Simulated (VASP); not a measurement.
# NbAs (Fm-3m) in VASP: settings compared

The runs below take NbAs through single point, with PBE, revPBE.

Program: VASP 6.6.1. These are calculated values, not measurements. Logs are shortened: lines on timing, memory, paths and dates and some standing lists are left out, and cuts for length are marked.

## Step 1: The cell of the first run

The structure is cubic, space group Fm-3m (No. 225). Conventional cell: a = 5.276 Å, b = 5.276 Å, c = 5.276 Å, α = 90.00°, β = 90.00°, γ = 90.00°. Within 3.5 Å of Nb (site symmetry m-3m) lie 6 As at 2.64 Å. Within 3.5 Å of As (site symmetry m-3m) lie 6 Nb at 2.64 Å.

## Step 2: Single point, PBE

The input, INCAR:

```
  PREC = Accurate
  ENCUT = 520
  EDIFF = 1E-6
  ISMEAR = 0
  SIGMA = 0.05
  LREAL = False
  LASPH = True
  NELM = 100
  ALGO = Normal
  ISIF = 2
  LWAVE = False
  LCHARG = False
  GGA = PE
  NBANDS = 16
```

The input, KPOINTS:

```
Automatic mesh
0
Gamma
  12 12 12
```

The input, POSCAR:

```
NbAs
1.0
    0.0000000000      2.6377696511      2.6377696511
    2.6377696511      0.0000000000      2.6377696511
    2.6377696511      2.6377696511      0.0000000000
Nb As
1 1
Direct
    0.5000000000      0.5000000000      0.5000000000
    0.0000000000      0.0000000000      0.0000000000
```

Potentials or basis: VASP PAW PBE potentials, release 64 (Nb_sv, As).

Command:

```sh
$ cat potpaw_PBE.64/Nb_sv/POTCAR potpaw_PBE.64/As/POTCAR > POTCAR
$ mpirun -np 1 vasp_std > vasp.out
```

OUTCAR:

```text
PREC = Accurate
   ENCUT = 520
   EDIFF = 1E-6
   ISMEAR = 0
   LREAL = False
   LASPH = True
   NELM = 100
   ISIF = 2
   GGA = PE

 ion  position               nearest neighbor table
   1  0.500  0.500  0.500-   2 2.64   2 2.64   2 2.64   2 2.64   2 2.64   2 2.64
   2  0.000  0.000  0.000-   1 2.64   1 2.64   1 2.64   1 2.64   1 2.64   1 2.64

  LATTYP: Found a face centered cubic cell.
 ALAT       =     5.2755393022

  Lattice vectors:

 A1 = (   0.0000000000,   2.6377696511,   2.6377696511)
 A2 = (   2.6377696511,   0.0000000000,   2.6377696511)
 A3 = (   2.6377696511,   2.6377696511,   0.0000000000)

Analysis of symmetry for initial positions (statically):
=====================================================================
 Subroutine PRICEL returns:
 Original cell was already a primitive cell.

 Routine SETGRP: Setting up the symmetry group for a
 face centered cubic supercell.

 Subroutine GETGRP returns: Found 48 space group operations
 (whereof 48 operations were pure point group operations)
 out of a pool of 48 trial point group operations.

The static configuration has the point symmetry O_h .

Analysis of symmetry for dynamics (positions and initial velocities):
=====================================================================
 Subroutine PRICEL returns:
 Original cell was already a primitive cell.

 Routine SETGRP: Setting up the symmetry group for a
 face centered cubic supercell.

 Subroutine GETGRP returns: Found 48 space group operations
 (whereof 48 operations were pure point group operations)
 out of a pool of 48 trial point group operations.

The dynamic configuration has the point symmetry O_h .

 Subroutine INISYM returns: Found 48 space group operations
 (whereof 48 operations are pure point group operations),
 and found     1 'primitive' translations

----------------------------------------------------------------------------------------

                                     Primitive cell

  volume of cell :      36.7063

  direct lattice vectors                    reciprocal lattice vectors
     0.000000000  2.637769651  2.637769651    -0.189554080  0.189554080  0.189554080
     2.637769651  0.000000000  2.637769651     0.189554080 -0.189554080  0.189554080
     2.637769651  2.637769651  0.000000000     0.189554080  0.189554080 -0.189554080

  length of vectors
     3.730369615  3.730369615  3.730369615     0.328317298  0.328317298  0.328317298

  position of ions in fractional coordinates (direct lattice)
     0.500000000  0.500000000  0.500000000
     0.000000000  0.000000000  0.000000000

  ion indices of the primitive-cell ions
   primitive index   ion index
                 1           1
                 2           2

----------------------------------------------------------------------------------------

 KPOINTS: Automatic mesh

Automatic generation of k-mesh.
 Grid dimensions read from file:
 generate k-points for:   12   12   12

 Generating k-lattice:

  Cartesian coordinates                     Fractional coordinates (reciprocal lattice)
    -0.015796173  0.015796173  0.015796173     0.083333333  0.000000000  0.000000000
     0.015796173 -0.015796173  0.015796173     0.000000000  0.083333333  0.000000000
     0.015796173  0.015796173 -0.015796173     0.000000000  0.000000000  0.083333333

  Length of vectors
     0.027359775  0.027359775  0.027359775

  Shift w.r.t. Gamma in fractional coordinates (k-lattice)
     0.000000000  0.000000000  0.000000000

 Subroutine IBZKPT returns following result:
 ===========================================

 Found     72 irreducible k-points:

 Following reciprocal coordinates:
            Coordinates               Weight
  0.000000  0.000000  0.000000      1.000000
  0.083333  0.000000  0.000000      8.000000
  0.166667  0.000000  0.000000      8.000000
  0.250000  0.000000  0.000000      8.000000
  0.333333  0.000000  0.000000      8.000000
  0.416667  0.000000  0.000000      8.000000
[... 16 lines left out ...]
  0.500000  0.166667  0.000000     24.000000
 -0.416667  0.166667  0.000000     24.000000
 [... further k-points ...]
   k-points           NKPTS =     72   k-points in BZ     NKDIM =     72   number of bands    NBANDS=     16
   number of dos      NEDOS =    301   number of ions     NIONS =      2
   total plane-waves  NPLWV =  21952
   dimension x,y,z NGX =    28 NGY =   28 NGZ =   28
   dimension x,y,z NGXF=    56 NGYF=   56 NGZF=   56
   ions per type =               1   1
   NGX,Y,Z   is equivalent  to a cutoff of  12.48, 12.48, 12.48 a.u.
   NGXF,Y,Z  is equivalent  to a cutoff of  24.96, 24.96, 24.96 a.u.
 SYSTEM =  unknown system
   PREC   = accura    normal or accurate (medium, high low for compatibility)
   ISTART =      0    job   : 0-new  1-cont  2-samecut
   ICHARG =      2    charge: 1-file 2-atom 10-const
   ISPIN  =      1    spin polarized calculation?
   LNONCOLLINEAR =      F non collinear calculations
   LSORBIT =      F    spin-orbit coupling
   LASPH  =      T    aspherical Exc in radial PAW
   ENCUT  =  520.0 eV  38.22 Ry    6.18 a.u.   6.94  6.94  6.94*2*pi/ulx,y,z
   NELM   =    100;   NELMIN=  2; NELMDL= -5     # of ELM steps
   EDIFF  = 0.1E-05   stopping-criterion for ELM
   LREAL  =      F    real-space projection
   EDIFFG = 0.1E-04   stopping-criterion for IOM
   NSW    =      0    number of steps for IOM
   IBRION =     -1    ionic relax: 0-MD 1-quasi-New 2-CG
   NFREE  =      0    steps in history (QN), initial steepest desc. (CG)
   ISIF   =      2    stress and relaxation
   ISYM   =      2    0-nonsym 1-usesym 2-fastsym
   POTIM  = 0.5000    time-step for ionic-motion
   TEBEG  =    0.0;   TEEND  =   0.0 temperature during run
   PSTRESS=    0.0 pullay stress
   NELECT =      18.0000    total number of electrons
   NUPDOWN=      -1.0000    fix difference up-down
   EMIN   =  10.00;   EMAX   =-10.00  energy-range for DOS
   EFERMI =   0.00;   METHOD = LEGACY
   ISMEAR =     0;   SIGMA  =   0.05  broadening in eV -4-tet -1-fermi 0-gaus
   EFERMI_NEDOS =   21; number of points for ismear=-14 and -15
   IALGO  =     38    algorithm
   IMIX   =      4    mixing-type and parameters
     AMIX     =   0.40;   BMIX     =  1.00
     AMIX_MAG =   1.60;   BMIX_MAG =  1.00
  volume/ion in A,a.u.               =      18.35       123.85
  Fermi-wavevector in a.u.,A,eV,Ry     =   1.290978  2.439594 22.675795  1.666624
  Thomas-Fermi vector in A             =   2.422776
   LORBIT       =      0    0 simple, 1 ext, 2 COOP (PROOUT), +10 PAW based schemes
   GGA     = PE    functional components
   LHFCALC =     F    Hartree Fock is set to
   AEXX    =    0.0000 exact exchange contribution
   IVDW    =     0    specifies the selected vdW correction
   LEPSILON=     F    determine dielectric tensor
   LRPA    =     F    only Hartree local field effects (RPA)
 non-spin polarized calculation
 Gauss-broadening in eV      SIGMA  =   0.05
  energy-cutoff  :      520.00
  volume of cell :       36.71
 maximum number of plane-waves:      1004
   NGX = 13   NGY = 13   NGZ = 13

 number of electron      17.9999998 magnetization

 Free energy of the ion-electron system (eV)
  ---------------------------------------------------
  ext. energy  EPLUGINS =         0.00000000
  ---------------------------------------------------
  free energy    TOTEN  =       -15.36474399 eV

  energy without entropy =      -15.36122925  energy(sigma->0) =      -15.36298662

 E-fermi :   9.6362     XC(G=0): -11.5591

 val. band max:        9.6347045504   @ k =  -0.1667   0.1667   0.0000
 cond. band min:       9.6460773187   @ k =   0.4167   0.4167   0.0000
 fundamental gap:      0.0113727683
 Fermi energy:         9.6361970044

 k-point     1 :       0.0000    0.0000    0.0000
  band No.  band energies     occupation
      1     -46.1192      2.00000
      2     -22.1531      2.00000
      3     -22.1531      2.00000
      4     -22.1531      2.00000
      5      -3.7652      2.00000
      6       8.1934      2.00000
[... 8 lines left out ...]
     15      17.2443      0.00000
     16      22.6336      0.00000

 k-point     2 :       0.0833    0.0000    0.0000
  band No.  band energies     occupation
      1     -46.1184      2.00000
      2     -22.1647      2.00000
      3     -22.1540      2.00000
      4     -22.1540      2.00000
      5      -3.6595      2.00000
      6       7.6627      2.00000
[... 8 lines left out ...]
     15      17.4495      0.00000
     16      21.8379      0.00000

 k-point     3 :       0.1667    0.0000    0.0000
  band No.  band energies     occupation
      1     -46.1161      2.00000
      2     -22.1964      2.00000
      3     -22.1564      2.00000
      4     -22.1564      2.00000
      5      -3.3533      2.00000
      6       6.5099      2.00000
[... 8 lines left out ...]
     15      17.8363      0.00000
     16      21.0240      0.00000

 k-point     4 :       0.2500    0.0000    0.0000
  band No.  band energies     occupation
      1     -46.1131      2.00000
      2     -22.2392      2.00000
      3     -22.1596      2.00000
      4     -22.1596      2.00000
      5      -2.8814      2.00000
      6       5.2245      2.00000
[... 8 lines left out ...]
     15      18.7182      0.00000
     16      19.6227      0.00000
[... 324 lines left out ...]
 k-point    22 :       0.4167    0.1667    0.0000
  band No.  band energies     occupation
      1     -46.1074      2.00000
      2     -22.2847      2.00000
      3     -22.1830      2.00000
      4     -22.1794      2.00000
      5      -2.0966      2.00000
      6       3.8715      2.00000
[... 8 lines left out ...]
     15      16.7871      0.00000
     16      18.9578      0.00000

 k-point    23 :       0.5000    0.1667    0.0000
  band No.  band energies     occupation
      1     -46.1059      2.00000
      2     -22.3036      2.00000
      3     -22.1910      2.00000
      4     -22.1775      2.00000
      5      -1.7508      2.00000
      6       3.3978      2.00000
[... 8 lines left out ...]
     15      17.6527      0.00000
     16      18.7997      0.00000

 k-point    24 :      -0.4167    0.1667    0.0000
  band No.  band energies     occupation
      1     -46.1057      2.00000
      2     -22.3054      2.00000
      3     -22.1971      2.00000
      4     -22.1727      2.00000
      5      -1.6666      2.00000
      6       3.2706      2.00000
[... 8 lines left out ...]
     15      18.0248      0.00000
     16      18.6737      0.00000

 [... further k-points ...]
[... 5 lines left out ...]
  --------------------------------------------------------------------------------------
  -------------------------------------------------------------------------------------
  Total       -0.0253026     -0.0253026     -0.0253026      0.0000000      0.0000000     -0.0000000
  in kB       -1.1044227     -1.1044227     -1.1044227      0.0000000      0.0000000     -0.0000000
  external PRESSURE =      -1.1044227 kB  Pullay stress =       0.0000000 kB

 VOLUME and BASIS-vectors are now :
 -----------------------------------------------------------------------------
  energy-cutoff  :      520.00
  volume of cell :       36.71
      direct lattice vectors                 reciprocal lattice vectors
     0.000000000  2.637769651  2.637769651    -0.189554080  0.189554080  0.189554080
     2.637769651  0.000000000  2.637769651     0.189554080 -0.189554080  0.189554080
     2.637769651  2.637769651  0.000000000     0.189554080  0.189554080 -0.189554080

 POSITION                                       TOTAL-FORCE (eV/Angst)
 -----------------------------------------------------------------------------------
      2.63777      2.63777      2.63777         0.000000      0.000000      0.000000
      0.00000      0.00000      0.00000        -0.000000     -0.000000     -0.000000
 -----------------------------------------------------------------------------------
    total drift:                                0.000000      0.000000      0.000000

  FREE ENERGIE OF THE ION-ELECTRON SYSTEM (eV)
  ---------------------------------------------------
  free  energy   TOTEN  =       -15.3647439877 eV

  energy  without entropy=      -15.3612292519  energy(sigma->0) =      -15.36298662
```

Run time: 18 s. Hardware: 1 thread of Intel Xeon 6975P-C (Granite Rapids), shared host; peak memory 0.18 GiB.

What came out:

```
Free energy            : -15.3647 eV
Pressure               : -0.1 GPa
Band gap on the k mesh : zero (band 9 reaches 10.28 eV, above the bottom of band 10 at 8.43 eV)
```

## Step 3: Single point, PBE

The input, INCAR:

```
SYSTEM = NbAs
PREC     = Accurate       ! precision mode
ENCUT    = 520            ! plane-wave cutoff, eV
EDIFF    = 1E-6           ! SCF threshold, eV
ISMEAR   = 0              ! smearing method
SIGMA    = 0.05           ! smearing width, eV
LREAL    = .FALSE.        ! projectors in reciprocal space
LASPH    = .TRUE.         ! aspherical terms in the spheres
NELM     = 60             ! most SCF steps
ALGO     = Normal         ! electronic algorithm
ISIF     = 2              ! what is computed and relaxed
LWAVE    = .FALSE.        ! write WAVECAR
LCHARG   = .TRUE.         ! write CHGCAR
GGA      = PE             ! functional
LELF     = .TRUE.         ! ELF
LVHAR    = .TRUE.       
NBANDS   = 16             ! bands
```

The input, KPOINTS:

```
Automatic mesh
0
G
  12 12 12
  0 0 0
```

POSCAR is that of step 2.

Potentials or basis: VASP PAW PBE potentials, release 64 (Nb_sv, As).

Command:

```sh
$ cat potpaw_PBE.64/Nb_sv/POTCAR potpaw_PBE.64/As/POTCAR > POTCAR
$ mpirun -np 1 vasp_std > vasp.out
```

Run time: 18 s. Hardware: 1 thread of Intel Xeon 6975P-C (Granite Rapids), shared host; peak memory 0.18 GiB.

The run converged. Its results:

```
Free energy            : -15.3647 eV
Pressure               : -0.1 GPa
Band gap on the k mesh : zero (band 9 reaches 10.28 eV, above the bottom of band 10 at 8.43 eV)
```

Levels at points of the mesh, in eV from the Fermi level:
| k point | band 6 | band 7 | band 8 | band 9 | band 10 | band 11 | band 12 | band 13 |
| --- | --- | --- | --- | --- | --- | --- | --- | --- |
| (0.00, 0.00, 0.00) | -1.44 | -1.44 | -1.44 | -0.86 | -0.86 | -0.11 | -0.11 | -0.11 |
| (0.50, 0.00, 0.00) | -6.85 | -4.31 | -4.31 | 0.64 | 0.64 | 1.50 | 3.24 | 6.70 |
| (0.50, 0.50, 0.00) | -4.87 | -3.19 | -1.98 | -1.98 | 0.08 | 1.30 | 1.30 | 2.46 |

## Step 4: Single point, revPBE

The input, INCAR:

```
ALGO = Normal
EDIFF = 1E-7
ENCUT = 520
GGA = RE
ISIF = 2
ISMEAR = 0
LASPH = T
LCHARG = T
LELF = T
LREAL = F
LVHAR = T
LWAVE = F
NBANDS = 16
NELM = 100
PREC = Accurate
SIGMA = 0.05
```

The input, KPOINTS:

```
k-points
0
Gamma
  12 12 12
```

POSCAR is that of step 3.

Command:

```sh
$ cat potpaw_PBE.64/Nb_sv/POTCAR potpaw_PBE.64/As/POTCAR > POTCAR
$ mpirun -np 1 vasp_std > vasp.out
```

It took 19 s on 1 thread of Intel Xeon 6975P-C (Granite Rapids), shared host; peak memory 0.18 GiB.

It converged, with:

```yaml
Free_energy: -14.6120 eV
Pressure: 1.6 GPa
Band_gap_on_the_k_mesh: zero (band 9 reaches 10.35 eV, above the bottom of band 10 at 8.49 eV)
```

Levels at points of the mesh, in eV from the Fermi level:
```tsv
k point	band 5	band 6	band 7	band 8	band 9	band 10	band 11	band 12	band 13	band 14
(0.00, 0.00, 0.00)	-13.39	-1.44	-1.44	-1.44	-0.86	-0.86	-0.11	-0.11	-0.11	4.84
(0.50, 0.00, 0.00)	-11.18	-6.85	-4.31	-4.31	0.64	0.64	1.51	3.24	6.70	6.70
(0.50, 0.50, 0.00)	-11.85	-4.88	-3.19	-1.99	-1.99	0.07	1.30	1.30	2.47	4.16
```

Caveat: the PAW data sets were made with another functional, which shifts forces and pressure a little.

## Step 5: Single point, PBE

The input, INCAR:

```
SYSTEM = NbAs
  PREC = Accurate
  ENCUT = 520
  EDIFF = 1E-6
  ISMEAR = 1
  SIGMA = 0.01
  LREAL = .False.
  LASPH = .True.
  NELM = 100
  ALGO = Normal
  ISIF = 2
  LWAVE = .False.
  LCHARG = .False.
  GGA = PE
  NBANDS = 16
```

The input, KPOINTS:

```
regular mesh
0
Gamma
  12 12 12
  0 0 0
```

POSCAR is that of step 4.

Command:

```sh
$ cat potpaw_PBE.64/Nb_sv/POTCAR potpaw_PBE.64/As/POTCAR > POTCAR
$ mpirun -np 1 vasp_std > vasp.out
```

Run time: 17 s. Hardware: 1 thread of Intel Xeon 6975P-C (Granite Rapids), shared host; peak memory 0.18 GiB.

It converged, with:

```
Free energy            : -15.3625 eV
Pressure               : -0.1 GPa
Band gap on the k mesh : zero (band 9 reaches 10.28 eV, above the bottom of band 10 at 8.42 eV)
```

Levels at points of the mesh, in eV from the Fermi level:
| k point | band 6 | band 7 | band 8 | band 9 | band 10 | band 11 | band 12 | band 13 |
| --- | --- | --- | --- | --- | --- | --- | --- | --- |
| (0.00, 0.00, 0.00) | -1.42 | -1.42 | -1.42 | -0.84 | -0.84 | -0.09 | -0.09 | -0.09 |
| (0.50, 0.00, 0.00) | -6.83 | -4.29 | -4.29 | 0.66 | 0.66 | 1.52 | 3.26 | 6.72 |
| (0.50, 0.50, 0.00) | -4.85 | -3.17 | -1.96 | -1.96 | 0.10 | 1.32 | 1.32 | 2.48 |

## Step 6: Overview

| level | smearing | gap on the mesh (eV) | pressure (GPa) |
| --- | --- | --- | --- |
| PBE | gaussian 0.05 eV | none | -0.1 |
| revPBE | gaussian 0.05 eV | none | 1.6 |
| PBE | methfessel-paxton 0.01 eV | none | -0.1 |

Alike in all rows: task single point; potentials or basis VASP PAW PBE potentials, release 64 (Nb_sv, As); no spin polarisation; cell as given; k mesh 12 × 12 × 12; cutoff (eV) 520.

Every run on the cell as given and a fine mesh finds a metal. The pressure there spans -0.1 GPa (PBE) to 1.6 GPa (revPBE); a positive pressure means that this level wants a larger cell, a negative one a smaller.

Caveats: the PAW data sets were made with another functional, which shifts forces and pressure a little (some runs).

Total energies depend on the potentials used, so only differences within one code and one set of settings carry meaning.
